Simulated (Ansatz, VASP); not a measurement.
**Al2O3: VASP beside Ansatz**

```
Al O
1.0
     4.61378    0.00000    0.00000
     0.00000    9.56328    0.00000
     0.00000    0.00000    3.11986
Al O
4 6
Direct
  0.51702 0.32457 0.50000
  0.48297 0.67543 0.50000
  0.01702 0.17543 0.00000
  0.98298 0.82457 0.00000
  0.87636 0.24695 0.50000
  0.00000 0.00000 0.00000
  0.62364 0.74695 0.00000
  0.37637 0.25305 0.00000
  0.12363 0.75305 0.50000
  0.50000 0.50000 0.50000
```

Alike in both runs: task single point; functional LDA; k mesh 6 × 4 × 8; no spin polarisation.

```csv
,VASP,Ansatz
version,VASP 6.6.1,Ansatz 0.2.0
potentials or method,"VASP PAW LDA potentials, release 64 (Al, O), cutoff 520 eV","plane waves, PAW"
occupations,"gaussian, width 0.01 eV",fixed
valence electrons in the cell,48,48
```

```csv
,VASP,Ansatz,Ansatz less VASP
gap on the k mesh at the Fermi level (eV),3.35,3.36,+0.012
```

LDA's correlation is that of Perdew and Zunger in VASP and of Perdew and Wang (1992) in Ansatz.
